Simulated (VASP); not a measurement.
# Al3Cu (P4/mmm) in VASP: notebook

The runs below take Al3Cu through single point, with PBEsol.

Program: VASP 6.6.1. These are calculated values, not measurements. Logs are shortened: lines on timing, memory, paths and dates and some standing lists are left out, and cuts for length are marked.

**1. The cell of the first run**

It takes space group P4/mmm (No. 123, tetragonal). The conventional cell has a = 2.934 Å, b = 2.934 Å, c = 6.822 Å, α = 90.00°, β = 90.00°, γ = 90.00°. Al (site symmetry 4/mmm) has 12 Al at 2.82 to 2.93 Å and 2 Cu at 3.41 Å within 3.7 Å. Within 3.4 Å of Al (site symmetry 4mm) lie 4 Cu at 2.56 Å and 9 Al at 2.82 to 3.01 Å. Cu (site symmetry 4/mmm) has 10 Al at 2.56 to 3.41 Å and 4 Cu at 2.93 Å within 3.5 Å.

**2. Single point, PBEsol**

INCAR

```
PREC = Accurate
ENCUT = 520
EDIFF = 1E-7
ISMEAR = 0
SIGMA = 0.15
LREAL = F
LASPH = T
NELM = 80
ALGO = Fast
ISIF = 2
LWAVE = F
LCHARG = F
GGA = PS
NBANDS = 18
```

KPOINTS

```
Automatic mesh
0
Gamma
  18 18 8
```

POSCAR

```
Al3Cu
1.0
    2.9344201575      0.0000000000      0.0000000000
    0.0000000000      2.9344201575      0.0000000000
    0.0000000000      0.0000000000      6.8222635325
Al Cu
3 1
Direct
    0.0000000000      0.0000000000      0.5000000000
    0.5000000000      0.5000000000      0.2206884206
    0.5000000000      0.5000000000      0.7793115794
    0.0000000000      0.0000000000      0.0000000000
```

Potentials or basis: VASP PAW PBE potentials, release 64 (Al, Cu).

Command:

```
> cat potpaw_PBE.64/Al/POTCAR potpaw_PBE.64/Cu/POTCAR > POTCAR
> mpirun -np 1 vasp_std > vasp.out
```

OUTCAR:

```text
PREC = Accurate
   ENCUT = 520
   EDIFF = 1E-7
   ISMEAR = 0
   LREAL = F
   LASPH = T
   NELM = 80
   ISIF = 2
   GGA = PS

 ion  position               nearest neighbor table
   1  0.000  0.000  0.500-   2 2.82   3 2.82   2 2.82   3 2.82   2 2.82   3 2.82   2 2.82   3 2.82

   2  0.500  0.500  0.221-   4 2.56   4 2.56   4 2.56   4 2.56   1 2.82   1 2.82   1 2.82   1 2.82
                             3 3.01
   3  0.500  0.500  0.779-   4 2.56   4 2.56   4 2.56   4 2.56   1 2.82   1 2.82   1 2.82   1 2.82
                             2 3.01
   4  0.000  0.000  0.000-   2 2.56   3 2.56   2 2.56   3 2.56   2 2.56   3 2.56   2 2.56   3 2.56

  LATTYP: Found a simple tetragonal cell.
 ALAT       =     2.9344201575
 C/A-ratio  =     2.3249102604

  Lattice vectors:

 A1 = (   2.9344201575,   0.0000000000,   0.0000000000)
 A2 = (   0.0000000000,   2.9344201575,   0.0000000000)
 A3 = (   0.0000000000,   0.0000000000,   6.8222635325)

Analysis of symmetry for initial positions (statically):
=====================================================================
 Subroutine PRICEL returns:
 Original cell was already a primitive cell.

 Routine SETGRP: Setting up the symmetry group for a
 simple tetragonal supercell.

 Subroutine GETGRP returns: Found 16 space group operations
 (whereof 16 operations were pure point group operations)
 out of a pool of 16 trial point group operations.

The static configuration has the point symmetry D_4h.

Analysis of symmetry for dynamics (positions and initial velocities):
=====================================================================
 Subroutine PRICEL returns:
 Original cell was already a primitive cell.

 Routine SETGRP: Setting up the symmetry group for a
 simple tetragonal supercell.

 Subroutine GETGRP returns: Found 16 space group operations
 (whereof 16 operations were pure point group operations)
 out of a pool of 16 trial point group operations.

The dynamic configuration has the point symmetry D_4h.

 Subroutine INISYM returns: Found 16 space group operations
 (whereof 16 operations are pure point group operations),
 and found     1 'primitive' translations

----------------------------------------------------------------------------------------

                                     Primitive cell

  volume of cell :      58.7453

  direct lattice vectors                    reciprocal lattice vectors
     2.934420157  0.000000000  0.000000000     0.340782828  0.000000000  0.000000000
     0.000000000  2.934420157  0.000000000     0.000000000  0.340782828  0.000000000
     0.000000000  0.000000000  6.822263533     0.000000000  0.000000000  0.146578917

  length of vectors
     2.934420157  2.934420157  6.822263533     0.340782828  0.340782828  0.146578917

  position of ions in fractional coordinates (direct lattice)
     0.000000000  0.000000000  0.500000000
     0.500000000  0.500000000  0.220688421
     0.500000000  0.500000000  0.779311579
     0.000000000  0.000000000  0.000000000

  ion indices of the primitive-cell ions
   primitive index   ion index
                 1           1
                 2           2
                 3           3
                 4           4

----------------------------------------------------------------------------------------

 KPOINTS: Automatic mesh

Automatic generation of k-mesh.
 Grid dimensions read from file:
 generate k-points for:   18   18    8

 Generating k-lattice:

  Cartesian coordinates                     Fractional coordinates (reciprocal lattice)
     0.018932379  0.000000000  0.000000000     0.055555556  0.000000000  0.000000000
     0.000000000  0.018932379  0.000000000     0.000000000  0.055555556  0.000000000
     0.000000000  0.000000000  0.018322365     0.000000000  0.000000000  0.125000000

  Length of vectors
     0.018932379  0.018932379  0.018322365

  Shift w.r.t. Gamma in fractional coordinates (k-lattice)
     0.000000000  0.000000000  0.000000000

 Subroutine IBZKPT returns following result:
 ===========================================

 Found    275 irreducible k-points:

 Following reciprocal coordinates:
            Coordinates               Weight
  0.000000  0.000000  0.000000      1.000000
  0.055556  0.000000  0.000000      4.000000
  0.111111  0.000000  0.000000      4.000000
  0.166667  0.000000  0.000000      4.000000
  0.222222  0.000000  0.000000      4.000000
  0.277778  0.000000  0.000000      4.000000
[... 16 lines left out ...]
  0.277778  0.111111  0.000000      8.000000
  0.333333  0.111111  0.000000      8.000000
 [... further k-points ...]
   k-points           NKPTS =    275   k-points in BZ     NKDIM =    275   number of bands    NBANDS=     18
   number of dos      NEDOS =    301   number of ions     NIONS =      4
   total plane-waves  NPLWV =  31104
   dimension x,y,z NGX =    24 NGY =   24 NGZ =   54
   dimension x,y,z NGXF=    48 NGYF=   48 NGZF=  108
   ions per type =               3   1
   NGX,Y,Z   is equivalent  to a cutoff of  13.60, 13.60, 13.16 a.u.
   NGXF,Y,Z  is equivalent  to a cutoff of  27.19, 27.19, 26.32 a.u.
 SYSTEM =  unknown system
   PREC   = accura    normal or accurate (medium, high low for compatibility)
   ISTART =      0    job   : 0-new  1-cont  2-samecut
   ICHARG =      2    charge: 1-file 2-atom 10-const
   ISPIN  =      1    spin polarized calculation?
   LNONCOLLINEAR =      F non collinear calculations
   LSORBIT =      F    spin-orbit coupling
   LASPH  =      T    aspherical Exc in radial PAW
   ENCUT  =  520.0 eV  38.22 Ry    6.18 a.u.   5.46  5.46 12.68*2*pi/ulx,y,z
   NELM   =     80;   NELMIN=  2; NELMDL= -5     # of ELM steps
   EDIFF  = 0.1E-06   stopping-criterion for ELM
   LREAL  =      F    real-space projection
   EDIFFG = 0.1E-05   stopping-criterion for IOM
   NSW    =      0    number of steps for IOM
   IBRION =     -1    ionic relax: 0-MD 1-quasi-New 2-CG
   NFREE  =      0    steps in history (QN), initial steepest desc. (CG)
   ISIF   =      2    stress and relaxation
   ISYM   =      2    0-nonsym 1-usesym 2-fastsym
   POTIM  = 0.5000    time-step for ionic-motion
   TEBEG  =    0.0;   TEEND  =   0.0 temperature during run
   PSTRESS=    0.0 pullay stress
   NELECT =      20.0000    total number of electrons
   NUPDOWN=      -1.0000    fix difference up-down
   EMIN   =  10.00;   EMAX   =-10.00  energy-range for DOS
   EFERMI =   0.00;   METHOD = LEGACY
   ISMEAR =     0;   SIGMA  =   0.15  broadening in eV -4-tet -1-fermi 0-gaus
   EFERMI_NEDOS =   21; number of points for ismear=-14 and -15
   IALGO  =     68    algorithm
   IMIX   =      4    mixing-type and parameters
     AMIX     =   0.40;   BMIX     =  1.00
     AMIX_MAG =   1.60;   BMIX_MAG =  1.00
  volume/ion in A,a.u.               =      14.69        99.11
  Fermi-wavevector in a.u.,A,eV,Ry     =   1.143125  2.160193 17.779212  1.306735
  Thomas-Fermi vector in A             =   2.279821
   LORBIT       =      0    0 simple, 1 ext, 2 COOP (PROOUT), +10 PAW based schemes
   GGA     = PS    functional components
   LHFCALC =     F    Hartree Fock is set to
   AEXX    =    0.0000 exact exchange contribution
   IVDW    =     0    specifies the selected vdW correction
   LEPSILON=     F    determine dielectric tensor
   LRPA    =     F    only Hartree local field effects (RPA)
 non-spin polarized calculation
 RMM-DIIS sequential band-by-band and
 Gauss-broadening in eV      SIGMA  =   0.15
  energy-cutoff  :      520.00
  volume of cell :       58.75
 maximum number of plane-waves:      1617
 NGX is ok and might be reduce to    24

 number of electron      20.0000002 magnetization

 Free energy of the ion-electron system (eV)
  ---------------------------------------------------
  ext. energy  EPLUGINS =         0.00000000
  ---------------------------------------------------
  free energy    TOTEN  =       -16.73750551 eV

  energy without entropy =      -16.71853464  energy(sigma->0) =      -16.72802007

 E-fermi :   8.4518     XC(G=0): -10.9449

 val. band max:        8.4490684278   @ k =   0.3333   0.1111   0.0000
 cond. band min:       8.4567455782   @ k =   0.3333   0.2222   0.1250
 fundamental gap:      0.0076771504
 Fermi energy:         8.4517559219

 k-point     1 :       0.0000    0.0000    0.0000
  band No.  band energies     occupation
      1      -2.8008      2.00000
      2       0.2734      2.00000
      3       0.3807      2.00000
      4       3.8979      2.00000
      5       4.3130      2.00000
      6       4.6327      2.00000
[... 10 lines left out ...]
     17      16.1418      0.00000
     18      16.1418      0.00000

 k-point     2 :       0.0556    0.0000    0.0000
  band No.  band energies     occupation
      1      -2.7470      2.00000
      2       0.3202      2.00000
      3       0.4339      2.00000
      4       3.9054      2.00000
      5       4.3219      2.00000
      6       4.6146      2.00000
[... 10 lines left out ...]
     17      16.1838      0.00000
     18      16.9184      0.00000

 k-point     3 :       0.1111    0.0000    0.0000
  band No.  band energies     occupation
      1      -2.5860      2.00000
      2       0.4597      2.00000
      3       0.5929      2.00000
      4       3.9257      2.00000
      5       4.3469      2.00000
      6       4.5643      2.00000
[... 10 lines left out ...]
     17      16.3096      0.00000
     18      17.4339      0.00000

 k-point     4 :       0.1667    0.0000    0.0000
  band No.  band energies     occupation
      1      -2.3185      2.00000
      2       0.6894      2.00000
      3       0.8562      2.00000
      4       3.9507      2.00000
      5       4.3828      2.00000
      6       4.4919      2.00000
[... 375 lines left out ...]
      4       4.0196      2.00000
      5       4.3925      2.00000
      6       4.4450      2.00000
[... 10 lines left out ...]
     17      18.6931      0.00000
     18      18.8892      0.00000

 k-point    23 :       0.2778    0.1111    0.0000
  band No.  band energies     occupation
      1      -1.2606      2.00000
      2       1.5631      2.00000
      3       1.8765      2.00000
      4       3.9842      2.00000
      5       4.3105      2.00000
      6       4.4661      2.00000
[... 10 lines left out ...]
     17      17.7299      0.00000
     18      18.6023      0.00000

 k-point    24 :       0.3333    0.1111    0.0000
  band No.  band energies     occupation
      1      -0.6874      2.00000
      2       1.9945      2.00000
      3       2.4063      2.00000
      4       3.7720      2.00000
      5       4.2392      2.00000
      6       4.4818      2.00000
[... 10 lines left out ...]
     17      16.6133      0.00000
     18      17.5395      0.00000

 [... further k-points ...]

------------------------ aborting loop because EDIFF is reached ----------------------------------------

  FORCE on cell =-STRESS in cart. coord.  units (eV):
  Direction    XX          YY          ZZ          XY          YZ          ZX
  --------------------------------------------------------------------------------------
  -------------------------------------------------------------------------------------
  Total       -0.5631576     -0.5631576      2.1113643      0.0000000      0.0000000      0.0000000
  in kB      -15.3591581    -15.3591581     57.5838473      0.0000000      0.0000000      0.0000000
  external PRESSURE =       8.9551770 kB  Pullay stress =       0.0000000 kB

 VOLUME and BASIS-vectors are now :
 -----------------------------------------------------------------------------
  energy-cutoff  :      520.00
  volume of cell :       58.75
      direct lattice vectors                 reciprocal lattice vectors
     2.934420157  0.000000000  0.000000000     0.340782828  0.000000000  0.000000000
     0.000000000  2.934420157  0.000000000     0.000000000  0.340782828  0.000000000
     0.000000000  0.000000000  6.822263533     0.000000000  0.000000000  0.146578917

 POSITION                                       TOTAL-FORCE (eV/Angst)
 -----------------------------------------------------------------------------------
      0.00000      0.00000      3.41113         0.000000      0.000000     -0.000000
      1.46721      1.46721      1.50559         0.000000      0.000000      0.037088
      1.46721      1.46721      5.31667         0.000000     -0.000000     -0.037088
      0.00000      0.00000      0.00000         0.000000      0.000000     -0.000000
 -----------------------------------------------------------------------------------
    total drift:                               -0.000000      0.000000      0.000000

  FREE ENERGIE OF THE ION-ELECTRON SYSTEM (eV)
  ---------------------------------------------------
  free  energy   TOTEN  =       -16.7375055071 eV

  energy  without entropy=      -16.7185346412  energy(sigma->0) =      -16.72802007
```

Wall time 3.6 min (1 thread of Intel Xeon Platinum 8488C (Sapphire Rapids), shared host); peak memory 0.38 GiB.

Results:

* Free energy: -16.7375 eV
* Pressure: 0.9 GPa
* Largest force: 0.037 eV/Å
* Band gap on the k mesh: zero (bands 10 and 11 overlap by 7.41 eV)

Forces in eV/Å, atoms in the order of the input:
```
Al   0.000  0.000  0.000
Al   0.000  0.000  0.037
Al   0.000  0.000 -0.037
Cu   0.000  0.000  0.000
```

Caveat: the stress differs along the axes, from -2 to 6 GPa; the PAW data sets were made with another functional, which shifts forces and pressure a little.

**3. Single point, PBEsol**

This run uses another cell than the first one, of the same volume but with other edges.

INCAR

```
PREC = Accurate
ENCUT = 520
EDIFF = 1E-6
ISMEAR = 0
SIGMA = 0.15
LREAL = F
LASPH = T
NELM = 100
ALGO = Fast
ISIF = 2
LWAVE = F
LCHARG = T
GGA = PS
LELF = T
LVHAR = T
NBANDS = 18
```

KPOINTS is that of step 2.

POSCAR

```
Al3Cu
1.0
    2.6157818611      0.0000000000      0.0000000000
    0.0000000000      2.6157818611      0.0000000000
    0.0000000000      0.0000000000      8.5855878886
Al Cu
3 1
Direct
    0.0000000000      0.0000000000      0.5000000000
    0.5000000000      0.5000000000      0.2206884206
    0.5000000000      0.5000000000      0.7793115794
    0.0000000000      0.0000000000      0.0000000000
```

Potentials or basis: VASP PAW PBE potentials, release 64 (Al, Cu).

Command:

```
> cat potpaw_PBE.64/Al/POTCAR potpaw_PBE.64/Cu/POTCAR > POTCAR
> mpirun -np 1 vasp_std > vasp.out
```

Run time: 3.2 min. Hardware: 1 thread of Intel Xeon Platinum 8488C (Sapphire Rapids), shared host; peak memory 0.37 GiB.

The run converged. Its results:

- Free energy: -16.4621 eV
- Pressure: 3.4 GPa
- Largest force: 0.111 eV/Å
- Band gap on the k mesh: zero (bands 10 and 11 overlap by 3.83 eV)

Forces on the atoms (eV/Å):
```
Al   0.000  0.000  0.000
Al   0.000  0.000  0.111
Al   0.000  0.000 -0.111
Cu   0.000  0.000  0.000
```

Stress tensor (GPa, compression positive):
```
 9.93  0.00  0.00
 0.00  9.93  0.00
 0.00  0.00 -9.76
```

Levels at points of the mesh, in eV from the Fermi level:
```tsv
k point	band 6	band 7	band 8	band 9	band 10	band 11	band 12	band 13	band 14	band 15
(0.00, 0.00, 0.00)	-3.63	-3.40	-3.40	-2.94	-1.84	5.91	7.29	7.74	8.69	9.12
(0.50, 0.00, 0.00)	-3.96	-3.80	-3.49	-3.29	-2.54	-1.59	1.44	2.14	2.77	3.22
(0.50, 0.50, 0.00)	-1.55	-1.55	0.59	0.59	0.66	0.72	0.72	0.78	1.29	2.91
(0.00, 0.00, 0.50)	-4.08	-3.40	-3.40	-2.94	0.71	2.31	7.71	8.73	9.56	9.56
(0.50, 0.00, 0.50)	-4.33	-3.49	-3.29	-2.50	-1.97	-1.26	-0.22	-0.03	6.03	6.26
(0.50, 0.50, 0.50)	-1.03	-1.03	-0.89	-0.89	0.58	0.64	1.48	2.75	2.82	2.82
```

Caveat: the stress differs along the axes, from -10 to 10 GPa; the PAW data sets were made with another functional, which shifts forces and pressure a little.
